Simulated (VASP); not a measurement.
# Ge3MoRu (Pm-3m) in VASP: single point with PBE

Aim: the single point of Ge3MoRu with PBE.

Everything below comes from runs of VASP 6.6.1. Logs are shortened: lines on timing, memory, paths and dates and some standing lists are left out, and cuts for length are marked.

## 1. The cell of the first run

It takes space group Pm-3m (No. 221, cubic). The conventional cell has a = 4.253 Å, b = 4.253 Å, c = 4.253 Å, α = 90.00°, β = 90.00°, γ = 90.00°. Ge (site symmetry 4/mmm) has 2 Mo at 2.13 Å within 2.8 Å. Mo (site symmetry m-3m) has 6 Ge at 2.13 Å within 2.8 Å. Ru (site symmetry m-3m) has 12 Ge at 3.01 Å and 8 Mo at 3.68 Å within 4.0 Å.

## 2. Single point, PBE

File INCAR:

```
SYSTEM = Ge3MoRu
ALGO = Normal ; EDIFF = 1E-6
ENCUT = 520 ; GGA = PE
ISIF = 2 ; ISMEAR = 0
LASPH = .True. ; LCHARG = .False.
LREAL = .False. ; LWAVE = .False.
NBANDS = 43 ; NELM = 100
PREC = Accurate ; SIGMA = 0.1
```

File KPOINTS:

```
k-points
0
Gamma
  4 4 4
  0 0 0
```

File POSCAR:

```
Ge3MoRu
1.0
    4.2534268000      0.0000000000      0.0000000000
    0.0000000000      4.2534268000      0.0000000000
    0.0000000000      0.0000000000      4.2534268000
Ge Mo Ru
3 1 1
Direct
    0.0000000000      0.5000000000      0.5000000000
    0.5000000000      0.0000000000      0.5000000000
    0.5000000000      0.5000000000      0.0000000000
    0.5000000000      0.5000000000      0.5000000000
    0.0000000000      0.0000000000      0.0000000000
```

Potentials or basis: VASP PAW PBE potentials, release 64 (Ge_d, Mo_sv, Ru_pv).

On the command line:

```sh
$ cat potpaw_PBE.64/Ge_d/POTCAR potpaw_PBE.64/Mo_sv/POTCAR potpaw_PBE.64/Ru_pv/POTCAR > POTCAR
$ mpirun -np 1 vasp_std > vasp.out
```

OUTCAR:

```text
SYSTEM = Ge3MoRu
   EDIFF = 1E-6
   ENCUT = 520
   GGA = PE
   ISIF = 2
   ISMEAR = 0
   LASPH = .True.
   LREAL = .False.
   NELM = 100
   PREC = Accurate

 ion  position               nearest neighbor table
   1  0.000  0.500  0.500-   4 2.13   4 2.13   5 3.01   5 3.01   5 3.01   5 3.01
   2  0.500  0.000  0.500-   4 2.13   4 2.13   5 3.01   5 3.01   5 3.01   5 3.01
   3  0.500  0.500  0.000-   4 2.13   4 2.13   5 3.01   5 3.01   5 3.01   5 3.01
   4  0.500  0.500  0.500-   1 2.13   2 2.13   3 2.13   3 2.13   2 2.13   1 2.13
   5  0.000  0.000  0.000-   1 3.01   2 3.01   3 3.01   1 3.01   2 3.01   1 3.01   3 3.01   1 3.01
                             2 3.01   3 3.01   2 3.01   3 3.01

  LATTYP: Found a simple cubic cell.
 ALAT       =     4.2534268000

  Lattice vectors:

 A1 = (   4.2534268000,   0.0000000000,   0.0000000000)
 A2 = (   0.0000000000,   4.2534268000,   0.0000000000)
 A3 = (   0.0000000000,   0.0000000000,   4.2534268000)

Analysis of symmetry for initial positions (statically):
=====================================================================
 Subroutine PRICEL returns:
 Original cell was already a primitive cell.

 Routine SETGRP: Setting up the symmetry group for a
 simple cubic supercell.

 Subroutine GETGRP returns: Found 48 space group operations
 (whereof 48 operations were pure point group operations)
 out of a pool of 48 trial point group operations.

The static configuration has the point symmetry O_h .

Analysis of symmetry for dynamics (positions and initial velocities):
=====================================================================
 Subroutine PRICEL returns:
 Original cell was already a primitive cell.

 Routine SETGRP: Setting up the symmetry group for a
 simple cubic supercell.

 Subroutine GETGRP returns: Found 48 space group operations
 (whereof 48 operations were pure point group operations)
 out of a pool of 48 trial point group operations.

The dynamic configuration has the point symmetry O_h .

 Subroutine INISYM returns: Found 48 space group operations
 (whereof 48 operations are pure point group operations),
 and found     1 'primitive' translations

----------------------------------------------------------------------------------------

                                     Primitive cell

  volume of cell :      76.9515

  direct lattice vectors                    reciprocal lattice vectors
     4.253426800  0.000000000  0.000000000     0.235104551  0.000000000  0.000000000
     0.000000000  4.253426800  0.000000000     0.000000000  0.235104551  0.000000000
     0.000000000  0.000000000  4.253426800     0.000000000  0.000000000  0.235104551

  length of vectors
     4.253426800  4.253426800  4.253426800     0.235104551  0.235104551  0.235104551

  position of ions in fractional coordinates (direct lattice)
     0.000000000  0.500000000  0.500000000
     0.500000000  0.000000000  0.500000000
     0.500000000  0.500000000  0.000000000
     0.500000000  0.500000000  0.500000000
     0.000000000  0.000000000  0.000000000

  ion indices of the primitive-cell ions
   primitive index   ion index
                 1           1
                 2           2
                 3           3
                 4           4
                 5           5

----------------------------------------------------------------------------------------

 KPOINTS: k-points

Automatic generation of k-mesh.
 Grid dimensions read from file:
 generate k-points for:    4    4    4

 Generating k-lattice:

  Cartesian coordinates                     Fractional coordinates (reciprocal lattice)
     0.058776138  0.000000000  0.000000000     0.250000000  0.000000000  0.000000000
     0.000000000  0.058776138  0.000000000     0.000000000  0.250000000  0.000000000
     0.000000000  0.000000000  0.058776138     0.000000000  0.000000000  0.250000000

  Length of vectors
     0.058776138  0.058776138  0.058776138

  Shift w.r.t. Gamma in fractional coordinates (k-lattice)
     0.000000000  0.000000000  0.000000000

 Subroutine IBZKPT returns following result:
 ===========================================

 Found     10 irreducible k-points:

 Following reciprocal coordinates:
            Coordinates               Weight
  0.000000  0.000000  0.000000      1.000000
  0.250000  0.000000  0.000000      6.000000
  0.500000  0.000000  0.000000      3.000000
  0.250000  0.250000  0.000000     12.000000
  0.500000  0.250000  0.000000     12.000000
  0.500000  0.500000  0.000000      3.000000
  0.250000  0.250000  0.250000      8.000000
  0.500000  0.250000  0.250000     12.000000
  0.500000  0.500000  0.250000      6.000000
  0.500000  0.500000  0.500000      1.000000
   k-points           NKPTS =     10   k-points in BZ     NKDIM =     10   number of bands    NBANDS=     43
   number of dos      NEDOS =    301   number of ions     NIONS =      5
   total plane-waves  NPLWV =  32768
   dimension x,y,z NGX =    32 NGY =   32 NGZ =   32
   dimension x,y,z NGXF=    64 NGYF=   64 NGZF=   64
   ions per type =               3   1   1
   NGX,Y,Z   is equivalent  to a cutoff of  12.51, 12.51, 12.51 a.u.
   NGXF,Y,Z  is equivalent  to a cutoff of  25.01, 25.01, 25.01 a.u.
 SYSTEM =  Ge3MoRu
   PREC   = accura    normal or accurate (medium, high low for compatibility)
   ISTART =      0    job   : 0-new  1-cont  2-samecut
   ICHARG =      2    charge: 1-file 2-atom 10-const
   ISPIN  =      1    spin polarized calculation?
   LNONCOLLINEAR =      F non collinear calculations
   LSORBIT =      F    spin-orbit coupling
   LASPH  =      T    aspherical Exc in radial PAW
   ENCUT  =  520.0 eV  38.22 Ry    6.18 a.u.   7.91  7.91  7.91*2*pi/ulx,y,z
   NELM   =    100;   NELMIN=  2; NELMDL= -5     # of ELM steps
   EDIFF  = 0.1E-05   stopping-criterion for ELM
   LREAL  =      F    real-space projection
   EDIFFG = 0.1E-04   stopping-criterion for IOM
   NSW    =      0    number of steps for IOM
   IBRION =     -1    ionic relax: 0-MD 1-quasi-New 2-CG
   NFREE  =      0    steps in history (QN), initial steepest desc. (CG)
   ISIF   =      2    stress and relaxation
   ISYM   =      2    0-nonsym 1-usesym 2-fastsym
   POTIM  = 0.5000    time-step for ionic-motion
   TEBEG  =    0.0;   TEEND  =   0.0 temperature during run
   PSTRESS=    0.0 pullay stress
   NELECT =      70.0000    total number of electrons
   NUPDOWN=      -1.0000    fix difference up-down
   EMIN   =  10.00;   EMAX   =-10.00  energy-range for DOS
   EFERMI =   0.00;   METHOD = LEGACY
   ISMEAR =     0;   SIGMA  =   0.10  broadening in eV -4-tet -1-fermi 0-gaus
   EFERMI_NEDOS =   21; number of points for ismear=-14 and -15
   IALGO  =     38    algorithm
   IMIX   =      4    mixing-type and parameters
     AMIX     =   0.40;   BMIX     =  1.00
     AMIX_MAG =   1.60;   BMIX_MAG =  1.00
  volume/ion in A,a.u.               =      15.39       103.86
  Fermi-wavevector in a.u.,A,eV,Ry     =   1.586239  2.997557 34.234344  2.516153
  Thomas-Fermi vector in A             =   2.685580
   LORBIT       =      0    0 simple, 1 ext, 2 COOP (PROOUT), +10 PAW based schemes
   GGA     = PE    functional components
   LHFCALC =     F    Hartree Fock is set to
   AEXX    =    0.0000 exact exchange contribution
   IVDW    =     0    specifies the selected vdW correction
   LEPSILON=     F    determine dielectric tensor
   LRPA    =     F    only Hartree local field effects (RPA)
 non-spin polarized calculation
 Gauss-broadening in eV      SIGMA  =   0.10
  energy-cutoff  :      520.00
  volume of cell :       76.95
 maximum number of plane-waves:      2103
 NGX is ok and might be reduce to    32
   NGX = 15   NGY = 15   NGZ = 15

 number of electron      69.9999973 magnetization

 Free energy of the ion-electron system (eV)
  ---------------------------------------------------
  ext. energy  EPLUGINS =         0.00000000
  ---------------------------------------------------
  free energy    TOTEN  =       -23.13899716 eV

  energy without entropy =      -23.10332893  energy(sigma->0) =      -23.12116304

 E-fermi :  10.0528     XC(G=0): -12.5179

 val. band max:       10.0318240852   @ k =   0.2500   0.2500   0.2500
 cond. band min:      10.0875000200   @ k =   0.5000   0.0000   0.0000
 fundamental gap:      0.0556759348
 Fermi energy:        10.0527708708

 k-point     1 :       0.0000    0.0000    0.0000
  band No.  band energies     occupation
      1     -50.3114      2.00000
      2     -31.5416      2.00000
      3     -31.5416      2.00000
      4     -31.5416      2.00000
      5     -24.9352      2.00000
      6     -24.9352      2.00000
[... 35 lines left out ...]
     42      14.7376      0.00000
     43      15.1792      0.00000

 k-point     2 :       0.2500    0.0000    0.0000
  band No.  band energies     occupation
      1     -50.3086      2.00000
      2     -31.5433      2.00000
      3     -31.5416      2.00000
      4     -31.5416      2.00000
      5     -25.0206      2.00000
      6     -24.9386      2.00000
[... 35 lines left out ...]
     42      14.6086      0.00000
     43      14.9344      0.00000

 k-point     3 :       0.5000    0.0000    0.0000
  band No.  band energies     occupation
      1     -50.3059      2.00000
      2     -31.5449      2.00000
      3     -31.5415      2.00000
      4     -31.5415      2.00000
      5     -25.1037      2.00000
      6     -24.9420      2.00000
[... 35 lines left out ...]
     42      14.4417      0.00000
     43      14.8535      0.00000

 k-point     4 :       0.2500    0.2500    0.0000
  band No.  band energies     occupation
      1     -50.3059      2.00000
      2     -31.5432      2.00000
      3     -31.5431      2.00000
      4     -31.5415      2.00000
      5     -25.0238      2.00000
      6     -25.0237      2.00000
[... 35 lines left out ...]
     42      14.7081      0.00000
     43      15.6777      0.00000

 k-point     5 :       0.5000    0.2500    0.0000
  band No.  band energies     occupation
      1     -50.3032      2.00000
      2     -31.5447      2.00000
      3     -31.5430      2.00000
      4     -31.5414      2.00000
      5     -25.1067      2.00000
      6     -25.0269      2.00000
[... 35 lines left out ...]
     42      15.2831      0.00000
     43      16.2626      0.00000

 k-point     6 :       0.5000    0.5000    0.0000
  band No.  band energies     occupation
      1     -50.3004      2.00000
      2     -31.5446      2.00000
      3     -31.5446      2.00000
      4     -31.5413      2.00000
      5     -25.1097      2.00000
      6     -25.1097      2.00000
[... 35 lines left out ...]
     42      15.8152      0.00000
     43      16.6623      0.00000

 k-point     7 :       0.2500    0.2500    0.2500
  band No.  band energies     occupation
      1     -50.3032      2.00000
      2     -31.5431      2.00000
      3     -31.5430      2.00000
      4     -31.5430      2.00000
      5     -25.0270      2.00000
      6     -25.0270      2.00000
[... 35 lines left out ...]
     42      14.0420      0.00000
     43      15.1954      0.00000

 k-point     8 :       0.5000    0.2500    0.2500
  band No.  band energies     occupation
      1     -50.3004      2.00000
      2     -31.5446      2.00000
      3     -31.5430      2.00000
      4     -31.5428      2.00000
      5     -25.1098      2.00000
      6     -25.0303      2.00000
[... 35 lines left out ...]
     42      14.4874      0.00000
     43      15.8356      0.00000

 k-point     9 :       0.5000    0.5000    0.2500
  band No.  band energies     occupation
      1     -50.2976      2.00000
      2     -31.5444      2.00000
      3     -31.5444      2.00000
      4     -31.5427      2.00000
      5     -25.1129      2.00000
      6     -25.1129      2.00000
[... 35 lines left out ...]
     42      15.1738      0.00000
     43      16.3449      0.00000

 k-point    10 :       0.5000    0.5000    0.5000
  band No.  band energies     occupation
      1     -50.2948      2.00000
      2     -31.5442      2.00000
      3     -31.5442      2.00000
      4     -31.5442      2.00000
      5     -25.1161      2.00000
      6     -25.1161      2.00000
[... 35 lines left out ...]
     42      16.0303      0.00000
     43      16.0303      0.00000

------------------------ aborting loop because EDIFF is reached ----------------------------------------

  FORCE on cell =-STRESS in cart. coord.  units (eV):
  Direction    XX          YY          ZZ          XY          YZ          ZX
  --------------------------------------------------------------------------------------
  -------------------------------------------------------------------------------------
  Total       29.6039714     29.6039714     29.6039714     -0.0000000      0.0000000     -0.0000000
  in kB      616.3730897    616.3730897    616.3730897     -0.0000000      0.0000000     -0.0000000
  external PRESSURE =     616.3730897 kB  Pullay stress =       0.0000000 kB

 VOLUME and BASIS-vectors are now :
 -----------------------------------------------------------------------------
  energy-cutoff  :      520.00
  volume of cell :       76.95
      direct lattice vectors                 reciprocal lattice vectors
     4.253426800  0.000000000  0.000000000     0.235104551  0.000000000  0.000000000
     0.000000000  4.253426800  0.000000000     0.000000000  0.235104551  0.000000000
     0.000000000  0.000000000  4.253426800     0.000000000  0.000000000  0.235104551

 POSITION                                       TOTAL-FORCE (eV/Angst)
 -----------------------------------------------------------------------------------
      0.00000      2.12671      2.12671         0.000000      0.000000      0.000000
      2.12671      0.00000      2.12671         0.000000      0.000000      0.000000
      2.12671      2.12671      0.00000         0.000000      0.000000      0.000000
      2.12671      2.12671      2.12671         0.000000      0.000000      0.000000
      0.00000      0.00000      0.00000         0.000000      0.000000      0.000000
 -----------------------------------------------------------------------------------
    total drift:                                0.000000     -0.000000     -0.000000

  FREE ENERGIE OF THE ION-ELECTRON SYSTEM (eV)
  ---------------------------------------------------
  free  energy   TOTEN  =       -23.1389971588 eV

  energy  without entropy=      -23.1033289269  energy(sigma->0) =      -23.12116304
```

Run time: 28 s. Hardware: 1 thread of Intel Xeon Platinum 8375C at 2.90GHz (Ice Lake), shared host; peak memory 0.19 GiB.

What came out:

- Free energy: -23.1390 eV
- Pressure: 61.6 GPa
- Band gap on the k mesh: zero (band 35 reaches 10.53 eV, above the bottom of band 36 at 9.73 eV)

Caveat: the k points lie up to 0.37 Å⁻¹ apart.
